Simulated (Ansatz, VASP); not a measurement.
## Two plane-wave programs on CaO

File INCAR:

```
ALGO = Normal
EDIFF = 1E-6
ENCUT = 520
GGA = PE
ISIF = 2
ISMEAR = -1
LASPH = T
LCHARG = F
LREAL = F
LWAVE = F
NBANDS = 15
NELM = 80
PREC = Accurate
SIGMA = 0.1
```

File KPOINTS:

```
k-points
0
Gamma
  10 10 10
```

File POSCAR:

```
CaO
1.0
    0.0000000000      2.4035556960      2.4035556960
    2.4035556960      0.0000000000      2.4035556960
    2.4035556960      2.4035556960      0.0000000000
Ca O
1 1
Direct
    0.0000000000      0.0000000000      0.0000000000
    0.5000000000      0.5000000000      0.5000000000
```

The input input.yaml:

```yaml
crystal:
  lattice:
    - [0.0, 2.403555696, 2.403555696]
    - [2.403555696, 0.0, 2.403555696]
    - [2.403555696, 2.403555696, 0.0]
  atoms:
    - { symbol: Ca, position: [0.0, 0.0, 0.0] }
    - { symbol: O, position: [0.5, 0.5, 0.5] }
hamiltonian:
  xc: pbe
  pseudopotentials: { kind: paw }
kpoints:
  mp_grid: { grid: [10, 10, 10] }
scf:
  occupations: { method: fermi_dirac, width: 0.1 }
  n_extra_bands: 6
output:
  forces: true
  stress: true
  eigenvalues: true
  dos: { projected: false, de: 0.05, nscf_kmesh: { grid: [15, 15, 15] } }
```

Alike in both runs: functional PBE; k mesh 10 × 10 × 10; occupations fermi-dirac, width 0.1 eV; no spin polarisation.

|  | VASP | Ansatz |
| --- | --- | --- |
| version | VASP 6.6.1 | Ansatz 0.2.0 |
| potentials or method | VASP PAW PBE potentials, release 64 (Ca_sv, O) | Ansatz PAW |
| plane-wave cutoff (eV) | 520 | 420 |
| valence electrons in the cell | 16 | 16 |
| task | single point | density of states |

|  | VASP | Ansatz | Ansatz less VASP |
| --- | --- | --- | --- |
| gap on the k mesh at the Fermi level (eV) | 3.64 | 3.66 | +0.020 |
| least direct gap on the mesh (eV) | 4.01 | 4.03 | +0.018 |
| pressure (GPa) | 2.2 | 1.6 | -0.57 |
